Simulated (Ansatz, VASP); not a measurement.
## One calculation of ZnSe, two programs

```
Zn Se
1.0
     3.89673    0.00000    0.00000
     0.00000    3.89673    0.00000
     0.00000    0.00000    5.35097
Zn Se
2 2
Direct
  0.00000 0.00000 0.00000
  0.50000 0.50000 0.00000
  0.00000 0.50000 0.21390
  0.50000 0.00000 0.78610
```

Alike in both runs: task single point; functional PBEsol; k mesh 8 × 8 × 6; occupations gaussian, width 0.05 eV; no spin polarisation.

|  | VASP | Ansatz |
| --- | --- | --- |
| version | VASP 6.6.1 | Ansatz 0.2.0 |
| potentials or method | VASP PAW PBE potentials, release 64 (Zn, Se), cutoff 520 eV | scalar-relativistic, plane waves, PAW |
| valence electrons in the cell | 36 | 56 |

|  | VASP | Ansatz | Ansatz less VASP |
| --- | --- | --- | --- |
| gap on the k mesh at the Fermi level (eV) | 1.10 | 1.11 | +0.008 |
| least direct gap on the mesh (eV) | 1.10 | 1.11 | +0.008 |
| pressure (GPa) | 27.6 | 26.9 | -0.74 |
| traceless stress, the component that is largest in VASP (GPa) | -4.22 | -4.04 | +0.178 |
| rms of the force components (eV/Å) | 2.148 | 2.101 | -0.0469 |

VASP's potentials were made for PBE, not for PBEsol, and Ansatz warns of the same on its side. Atom by atom the forces differ by 0.047 eV/Å (rms over components). VASP's potentials hold 36 valence electrons a cell and Ansatz's 56, so a difference there can come from the potentials and not from the codes.
